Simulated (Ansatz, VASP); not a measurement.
RbBr in VASP and in Ansatz

```xyz
2
Lattice="0.0000 3.4389 3.4389 3.4389 0.0000 3.4389 3.4389 3.4389 0.0000" Properties=species:S:1:pos:R:3 pbc="T T T"
Rb    0.0000    0.0000    0.0000
Br    3.4389    3.4389    3.4389
```

Change from the starting cell: volume scaled by 1.01.

Alike in both runs: task single point; functional PBEsol; k mesh 7 × 7 × 7; occupations fermi-dirac, width 0.03 eV; no spin polarisation.

```csv
,VASP,Ansatz
version,VASP 6.6.1,Ansatz 0.2.0
potentials or method,"VASP PAW PBE potentials, release 64 (Rb_sv, Br), cutoff 520 eV","all-electron LAPW, scalar-relativistic"
```

|  | VASP | Ansatz | Ansatz less VASP |
| --- | --- | --- | --- |
| gap on the k mesh at the Fermi level (eV) | 4.19 | 4.19 | +0.003 |
| pressure (GPa) | -0.2 | -0.2 | -0.04 |

VASP's potentials were made for PBE, not for PBEsol. Ansatz ran all-electron here, and VASP with PAW potentials.
